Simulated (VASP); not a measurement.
# Mg3TiN (Pm-3m) in VASP: further runs

Runs on Mg3TiN. Level: PBE. Tasks: single point, relaxation of cell and atoms.

Everything below comes from runs of VASP 6.6.1. Logs are shortened: lines on timing, memory, paths and dates and some standing lists are left out, and cuts for length are marked.

## Step 1: The cell of the first run

Symmetry: Pm-3m, No. 221, cubic system. Conventional cell: a = 4.358 Å, b = 4.358 Å, c = 4.358 Å, α = 90.00°, β = 90.00°, γ = 90.00°. Mg (site symmetry 4/mmm) has 2 N at 2.18 Å within 2.9 Å. Within 4.1 Å of Ti (site symmetry m-3m) lie 12 Mg at 3.08 Å and 8 N at 3.77 Å. Within 2.9 Å of N (site symmetry m-3m) lie 6 Mg at 2.18 Å.

## Step 2: Single point, PBE, collinear spin, ferromagnetic start

Input file INCAR:

```
SYSTEM = Mg3TiN
  PREC = Accurate
  ENCUT = 520
  EDIFF = 1E-7
  ISMEAR = 0
  SIGMA = 0.1
  LREAL = .False.
  LASPH = .True.
  NELM = 150
  ALGO = Normal
  ISIF = 2
  LWAVE = .False.
  LCHARG = .False.
  ISPIN = 2
  MAGMOM = 0 0 0 1 0
  LORBIT = 11
  LMAXMIX = 4
  GGA = PE
  NBANDS = 24
```

Input file KPOINTS:

```
Automatic mesh
0
Gamma
  4 4 4
  0 0 0
```

Input file POSCAR:

```
Mg3TiN
1.0
    4.3578725282      0.0000000000      0.0000000000
    0.0000000000      4.3578725282      0.0000000000
    0.0000000000      0.0000000000      4.3578725282
Mg Ti N
3 1 1
Direct
    0.5000000000      0.5000000000      0.0000000000
    0.0000000000      0.5000000000      0.5000000000
    0.5000000000      0.0000000000      0.5000000000
    0.0000000000      0.0000000000      0.0000000000
    0.5000000000      0.5000000000      0.5000000000
```

Potentials or basis: VASP PAW PBE potentials, release 64 (Mg, Ti_sv, N).

Launch:

```
> cat potpaw_PBE.64/Mg/POTCAR potpaw_PBE.64/Ti_sv/POTCAR potpaw_PBE.64/N/POTCAR > POTCAR
> mpirun -np 1 vasp_std > vasp.out
```

OUTCAR:

```text
SYSTEM = Mg3TiN
   PREC = Accurate
   ENCUT = 520
   EDIFF = 1E-7
   ISMEAR = 0
   LREAL = .False.
   LASPH = .True.
   NELM = 150
   ISIF = 2
   ISPIN = 2
   LORBIT = 11
   GGA = PE

 ion  position               nearest neighbor table
   1  0.500  0.500  0.000-   5 2.18   5 2.18   4 3.08   2 3.08   2 3.08   3 3.08   3 3.08   3 3.08
                             4 3.08   3 3.08   2 3.08   4 3.08   2 3.08   4 3.08
   2  0.000  0.500  0.500-   5 2.18   5 2.18   4 3.08   1 3.08   1 3.08   4 3.08   3 3.08   4 3.08
                             4 3.08   1 3.08   3 3.08   3 3.08   1 3.08   3 3.08
   3  0.500  0.000  0.500-   5 2.18   5 2.18   4 3.08   1 3.08   1 3.08   4 3.08   1 3.08   2 3.08
                             2 3.08   1 3.08   2 3.08   4 3.08   4 3.08   2 3.08
   4  0.000  0.000  0.000-   1 3.08   2 3.08   3 3.08   2 3.08   3 3.08   1 3.08   2 3.08   2 3.08
                             1 3.08   3 3.08   3 3.08   1 3.08
   5  0.500  0.500  0.500-   1 2.18   2 2.18   3 2.18   1 2.18   3 2.18   2 2.18

  LATTYP: Found a simple cubic cell.
 ALAT       =     4.3578725282

  Lattice vectors:

 A1 = (   4.3578725282,   0.0000000000,   0.0000000000)
 A2 = (   0.0000000000,   4.3578725282,   0.0000000000)
 A3 = (   0.0000000000,   0.0000000000,   4.3578725282)

Analysis of symmetry for initial positions (statically):
=====================================================================
 Subroutine PRICEL returns:
 Original cell was already a primitive cell.

 Routine SETGRP: Setting up the symmetry group for a
 simple cubic supercell.

 Subroutine GETGRP returns: Found 48 space group operations
 (whereof 48 operations were pure point group operations)
 out of a pool of 48 trial point group operations.

The static configuration has the point symmetry O_h .

Analysis of symmetry for dynamics (positions and initial velocities):
=====================================================================
 Subroutine PRICEL returns:
 Original cell was already a primitive cell.

 Routine SETGRP: Setting up the symmetry group for a
 simple cubic supercell.

 Subroutine GETGRP returns: Found 48 space group operations
 (whereof 48 operations were pure point group operations)
 out of a pool of 48 trial point group operations.

The dynamic configuration has the point symmetry O_h .

Analysis of structural, dynamic, and magnetic symmetry:
=====================================================================
 Subroutine PRICEL returns:
 Original cell was already a primitive cell.

 Routine SETGRP: Setting up the symmetry group for a
 simple cubic supercell.

 Subroutine GETGRP returns: Found 48 space group operations
 (whereof 48 operations were pure point group operations)
 out of a pool of 48 trial point group operations.

The overall configuration has the point symmetry O_h .

 Subroutine INISYM returns: Found 48 space group operations
 (whereof 48 operations are pure point group operations),
 and found     1 'primitive' translations

----------------------------------------------------------------------------------------

                                     Primitive cell

  volume of cell :      82.7606

  direct lattice vectors                    reciprocal lattice vectors
     4.357872528  0.000000000  0.000000000     0.229469768  0.000000000  0.000000000
     0.000000000  4.357872528  0.000000000     0.000000000  0.229469768  0.000000000
     0.000000000  0.000000000  4.357872528     0.000000000  0.000000000  0.229469768

  length of vectors
     4.357872528  4.357872528  4.357872528     0.229469768  0.229469768  0.229469768

  position of ions in fractional coordinates (direct lattice)
     0.500000000  0.500000000  0.000000000
     0.000000000  0.500000000  0.500000000
     0.500000000  0.000000000  0.500000000
     0.000000000  0.000000000  0.000000000
     0.500000000  0.500000000  0.500000000

  ion indices of the primitive-cell ions
   primitive index   ion index
                 1           1
                 2           2
                 3           3
                 4           4
                 5           5
[... 31 lines left out ...]
  0.500000  0.000000  0.000000      3.000000
  0.250000  0.250000  0.000000     12.000000
  0.500000  0.250000  0.000000     12.000000
  0.500000  0.500000  0.000000      3.000000
  0.250000  0.250000  0.250000      8.000000
  0.500000  0.250000  0.250000     12.000000
  0.500000  0.500000  0.250000      6.000000
  0.500000  0.500000  0.500000      1.000000
   k-points           NKPTS =     10   k-points in BZ     NKDIM =     10   number of bands    NBANDS=     24
   number of dos      NEDOS =    301   number of ions     NIONS =      5
   total plane-waves  NPLWV =  32768
   dimension x,y,z NGX =    32 NGY =   32 NGZ =   32
   dimension x,y,z NGXF=    64 NGYF=   64 NGZF=   64
   ions per type =               3   1   1
   NGX,Y,Z   is equivalent  to a cutoff of  12.21, 12.21, 12.21 a.u.
   NGXF,Y,Z  is equivalent  to a cutoff of  24.41, 24.41, 24.41 a.u.
 SYSTEM =  Mg3TiN
   PREC   = accura    normal or accurate (medium, high low for compatibility)
   ISTART =      0    job   : 0-new  1-cont  2-samecut
   ICHARG =      2    charge: 1-file 2-atom 10-const
   ISPIN  =      2    spin polarized calculation?
   LNONCOLLINEAR =      F non collinear calculations
   LSORBIT =      F    spin-orbit coupling
   LASPH  =      T    aspherical Exc in radial PAW
   ENCUT  =  520.0 eV  38.22 Ry    6.18 a.u.   8.10  8.10  8.10*2*pi/ulx,y,z
   NELM   =    150;   NELMIN=  2; NELMDL= -5     # of ELM steps
   EDIFF  = 0.1E-06   stopping-criterion for ELM
   LREAL  =      F    real-space projection
   EDIFFG = 0.1E-05   stopping-criterion for IOM
   NSW    =      0    number of steps for IOM
   IBRION =     -1    ionic relax: 0-MD 1-quasi-New 2-CG
   NFREE  =      0    steps in history (QN), initial steepest desc. (CG)
   ISIF   =      2    stress and relaxation
   ISYM   =      2    0-nonsym 1-usesym 2-fastsym
   POTIM  = 0.5000    time-step for ionic-motion
   TEBEG  =    0.0;   TEEND  =   0.0 temperature during run
   PSTRESS=    0.0 pullay stress
   NELECT =      23.0000    total number of electrons
   NUPDOWN=      -1.0000    fix difference up-down
   EMIN   =  10.00;   EMAX   =-10.00  energy-range for DOS
   EFERMI =   0.00;   METHOD = LEGACY
   ISMEAR =     0;   SIGMA  =   0.10  broadening in eV -4-tet -1-fermi 0-gaus
   EFERMI_NEDOS =   21; number of points for ismear=-14 and -15
   IALGO  =     38    algorithm
   IMIX   =      4    mixing-type and parameters
     AMIX     =   0.40;   BMIX     =  1.00
     AMIX_MAG =   1.60;   BMIX_MAG =  1.00
  volume/ion in A,a.u.               =      16.55       111.70
  Fermi-wavevector in a.u.,A,eV,Ry     =   1.068340  2.018870 15.529021  1.141351
  Thomas-Fermi vector in A             =   2.203985
   LORBIT       =     11    0 simple, 1 ext, 2 COOP (PROOUT), +10 PAW based schemes
   GGA     = PE    functional components
   LHFCALC =     F    Hartree Fock is set to
   AEXX    =    0.0000 exact exchange contribution
   IVDW    =     0    specifies the selected vdW correction
   LEPSILON=     F    determine dielectric tensor
   LRPA    =     F    only Hartree local field effects (RPA)
 spin polarized calculation
 Gauss-broadening in eV      SIGMA  =   0.10
  energy-cutoff  :      520.00
  volume of cell :       82.76
 maximum number of plane-waves:      2272
   NGX = 17   NGY = 17   NGZ = 17

 number of electron      23.0000011 magnetization       0.1096364

 number of electron      23.0000012 magnetization      -0.0971958

 Free energy of the ion-electron system (eV)
  ---------------------------------------------------
  ext. energy  EPLUGINS =         0.00000000
  ---------------------------------------------------
  free energy    TOTEN  =       -20.02904607 eV

  energy without entropy =      -20.01550742  energy(sigma->0) =      -20.02227674

 E-fermi :   4.4667     XC(G=0):  -9.7832

 val. band max:        4.3702929189   @ k =   0.5000   0.5000   0.0000
 cond. band min:       4.5353490829   @ k =   0.5000   0.2500   0.0000
 fundamental gap:      0.1650561640
 Fermi energy:         4.4666644581

 spin component 1

 k-point     1 :       0.0000    0.0000    0.0000
  band No.  band energies     occupation
      1     -52.8988      1.00000
      2     -29.1527      1.00000
      3     -29.1527      1.00000
      4     -29.1527      1.00000
      5      -9.6711      1.00000
      6      -0.4554      1.00000
[... 249 lines left out ...]
     22      16.6293      0.00000
     23      16.6293      0.00000
 Fermi energy:         4.4666644581

 spin component 2

 k-point     1 :       0.0000    0.0000    0.0000
  band No.  band energies     occupation
      1     -52.9872      1.00000
      2     -29.2414      1.00000
      3     -29.2414      1.00000
      4     -29.2414      1.00000
      5      -9.6604      1.00000
      6      -0.4684      1.00000
[... 249 lines left out ...]
     22      16.6372      0.00000
     23      16.6372      0.00000
 [bands above 23 left out]

------------------------ aborting loop because EDIFF is reached ----------------------------------------

  FORCE on cell =-STRESS in cart. coord.  units (eV):
  Direction    XX          YY          ZZ          XY          YZ          ZX
  --------------------------------------------------------------------------------------
  -------------------------------------------------------------------------------------
  Total        0.0195611      0.0195611      0.0195611      0.0000000     -0.0000000      0.0000000
  in kB        0.3786869      0.3786869      0.3786869      0.0000000     -0.0000000      0.0000000
  external PRESSURE =       0.3786869 kB  Pullay stress =       0.0000000 kB

 VOLUME and BASIS-vectors are now :
 -----------------------------------------------------------------------------
  energy-cutoff  :      520.00
  volume of cell :       82.76
      direct lattice vectors                 reciprocal lattice vectors
     4.357872528  0.000000000  0.000000000     0.229469768  0.000000000  0.000000000
     0.000000000  4.357872528  0.000000000     0.000000000  0.229469768  0.000000000
     0.000000000  0.000000000  4.357872528     0.000000000  0.000000000  0.229469768

 POSITION                                       TOTAL-FORCE (eV/Angst)
 -----------------------------------------------------------------------------------
      2.17894      2.17894      0.00000         0.000000      0.000000      0.000000
      0.00000      2.17894      2.17894         0.000000      0.000000      0.000000
      2.17894      0.00000      2.17894         0.000000      0.000000      0.000000
      0.00000      0.00000      0.00000         0.000000      0.000000      0.000000
      2.17894      2.17894      2.17894         0.000000      0.000000      0.000000
 -----------------------------------------------------------------------------------
    total drift:                                0.000000      0.000000     -0.000000

  FREE ENERGIE OF THE ION-ELECTRON SYSTEM (eV)
  ---------------------------------------------------
  free  energy   TOTEN  =       -20.0290460688 eV

  energy  without entropy=      -20.0155074164  energy(sigma->0) =      -20.02227674

 total charge

# of ion       s       p       d       tot
------------------------------------------
    1        0.186   0.163   0.038   0.387
    2        0.186   0.163   0.038   0.387
    3        0.186   0.163   0.038   0.387
    4        2.205   6.048   1.850  10.104
    5        1.291   2.339   0.000   3.630
--------------------------------------------------
tot          4.054   8.876   1.964  14.894

 magnetization (x)

# of ion       s       p       d       tot
------------------------------------------
    1        0.000  -0.000  -0.000   0.000
    2        0.000  -0.000  -0.000   0.000
    3        0.000  -0.000  -0.000   0.000
    4       -0.001   0.000  -0.088  -0.089
    5        0.001   0.006   0.000   0.006
--------------------------------------------------
tot          0.001   0.006  -0.088  -0.082
```

Run time: 34 s. Hardware: 1 thread of AMD EPYC 9R45 (Zen 5), shared host; peak memory 0.19 GiB.

Results:

```
Free energy                                           : -20.0290 eV
Pressure                                              : 0.0 GPa
Net moment                                            : -0.10 μB per cell
Site moments                                          : Mg +0.00; Ti -0.09; N +0.01 μB
Valence electrons inside the program's atomic spheres : Mg 0.39; Ti 10.10; N 3.63
```

Caveat: the k points lie up to 0.36 Å⁻¹ apart.

## Step 3: Relaxation of cell and atoms, PBE, collinear spin, ferromagnetic start

This run uses another cell than the first one, of 14.59 Å³/atom, 0.881 times its volume.

Input file INCAR:

```
PREC     = Accurate       # precision mode
ENCUT    = 600            # plane-wave cutoff, eV
EDIFF    = 1E-7           # SCF threshold, eV
ISMEAR   = 0              # smearing method
SIGMA    = 0.1            # smearing width, eV
LREAL    = False          # projectors in reciprocal space
LASPH    = True           # aspherical terms in the spheres
NELM     = 150            # most SCF steps
ALGO     = Normal         # electronic algorithm
ISIF     = 3              # what is computed and relaxed
LWAVE    = False          # write WAVECAR
LCHARG   = False          # write CHGCAR
ISPIN    = 2              # spin polarisation
MAGMOM   = 0 0 0 1 0      # initial moments
LORBIT   = 11             # projections on sites
LMAXMIX  = 4              # l up to which the mixer works
GGA      = PE             # functional
IBRION   = 2              # ionic algorithm
NSW      = 90             # ionic steps
EDIFFG   = -0.04          # ionic threshold
```

Input file KPOINTS:

```
regular mesh
0
Gamma
  4 4 4
```

Changes to POSCAR since step 2:

```diff
@@ -2,5 +2,5 @@
 1.0
-    4.3578725282      0.0000000000      0.0000000000
-    0.0000000000      4.3578725282      0.0000000000
-    0.0000000000      0.0000000000      4.3578725282
+    4.1782191000      0.0000000000      0.0000000000
+    0.0000000000      4.1782191000      0.0000000000
+    0.0000000000      0.0000000000      4.1782191000
 Mg Ti N
```

Potentials or basis: VASP PAW PBE potentials, release 64 (Mg, Ti_sv, N).

Launch:

```
> cat potpaw_PBE.64/Mg/POTCAR potpaw_PBE.64/Ti_sv/POTCAR potpaw_PBE.64/N/POTCAR > POTCAR
> mpirun -np 1 vasp_std > vasp.out
```

It took 96 s on 1 thread of AMD EPYC 9R45 (Zen 5), shared host; peak memory 0.22 GiB.

It converged, with:

| Quantity | Value |
| --- | --- |
| Free energy | -20.0271 eV |
| Relaxed volume | 16.55 Å³/atom |
| Relaxed cell | a = 4.358 Å, b = 4.358 Å, c = 4.358 Å, α = 90.00°, β = 90.00°, γ = 90.00° |
| Space group after relaxing (to 0.05 Å) | Pm-3m (No. 221) |
| Energy gained by relaxing | 66.5 meV/atom |
| Ionic steps | 3 |
| Pressure after relaxing | 0.1 GPa |
| Net moment | -0.10 μB per cell |
| Site moments | Mg +0.00; Ti -0.09; N +0.01 μB |
| Valence electrons inside the program's atomic spheres | Mg 0.39; Ti 10.10; N 3.63 |

The path:
```
step  energy change (eV)  largest force (eV/Å)  pressure (GPa)  volume (Å³)
   1              0.0000                0.0000           12.00        72.94
   2             -0.3184                0.0000           -1.90        85.10
   3             -0.3325                0.0000            0.05        82.74
```

Final structure:
```
Mg Ti N
1.0
     4.35753    0.00000    0.00000
     0.00000    4.35753    0.00000
     0.00000    0.00000    4.35753
Mg Ti N
3 1 1
Direct
  0.50000 0.50000 0.00000
  0.00000 0.50000 0.50000
  0.50000 0.00000 0.50000
  0.00000 0.00000 0.00000
  0.50000 0.50000 0.50000
```

Levels at points of the mesh, in eV from the Fermi level:
Spin up:
```csv
k point,band 8,band 9,band 10,band 11,band 12,band 13,band 14,band 15
"(0.00, 0.00, 0.00)",-3.53,-3.53,-1.16,-1.16,0.44,0.44,3.23,3.23
"(0.50, 0.00, 0.00)",-3.43,-2.39,-0.90,-0.79,0.40,0.40,0.54,0.85
"(0.50, 0.50, 0.00)",-3.18,-2.78,-1.10,-0.10,-0.10,0.47,0.47,0.75
"(0.50, 0.50, 0.50)",-4.47,-1.13,-1.13,-1.13,0.26,0.26,0.26,0.43
```
Spin down:
| k point | band 7 | band 8 | band 9 | band 10 | band 11 | band 12 | band 13 | band 14 | band 15 | band 16 |
| --- | --- | --- | --- | --- | --- | --- | --- | --- | --- | --- |
| (0.00, 0.00, 0.00) | -3.52 | -3.52 | -3.52 | -1.18 | -1.18 | 0.34 | 0.34 | 0.34 | 3.22 | 3.22 |
| (0.50, 0.00, 0.00) | -3.43 | -3.43 | -2.39 | -0.91 | -0.82 | 0.32 | 0.32 | 0.43 | 0.80 | 2.41 |
| (0.50, 0.50, 0.00) | -4.84 | -3.17 | -2.80 | -1.15 | -0.18 | -0.18 | 0.47 | 0.47 | 0.70 | 0.84 |
| (0.50, 0.50, 0.50) | -4.47 | -4.47 | -1.14 | -1.14 | -1.14 | 0.18 | 0.18 | 0.18 | 0.39 | 0.85 |

Caveat: the k points lie up to 0.36 Å⁻¹ apart in the final cell.
